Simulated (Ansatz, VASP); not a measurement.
SiC: VASP beside Ansatz

```xyz
8
Lattice="3.2179 0.0000 0.0000 -1.6089 2.7868 0.0000 0.0000 0.0000 9.3190" Properties=species:S:1:pos:R:3 pbc="T T T"
Si    1.6089    0.9289    8.7398
Si    0.0000    1.8578    4.0803
Si    0.0000    0.0000    6.4105
Si    0.0000    0.0000    1.7510
C     1.6089    0.9289    6.9874
C     0.0000    1.8578    2.3280
C     0.0000    0.0000    4.6637
C     0.0000    0.0000    0.0042
```

Change from the starting cell: strain +0.040 along x and y, -0.080 along z, atoms carried along.

Alike in both runs: task single point; functional PBE; k mesh 12 × 12 × 4; occupations gaussian, width 0.05 eV; no spin polarisation.

|  | VASP | Ansatz |
| --- | --- | --- |
| version | VASP 6.6.1 | Ansatz 0.2.0 |
| potentials or method | VASP PAW PBE potentials, release 64 (Si, C), cutoff 520 eV | scalar-relativistic, plane waves, PAW |
| valence electrons in the cell | 32 | 32 |

```csv
,VASP,Ansatz,Ansatz less VASP
gap on the k mesh at the Fermi level (eV),1.49,1.50,+0.012
least direct gap on the mesh (eV),2.52,2.52,+0.003
pressure (GPa),5.5,5.6,+0.04
"traceless stress, the component that is largest in VASP (GPa)",48.59,48.42,-0.170
rms of the force components (eV/Å),1.158,1.159,+0.0012
```

Atom by atom the forces differ by 0.002 eV/Å (rms over components). The functional is the same, so the differences come from potentials, cutoffs and numerics.
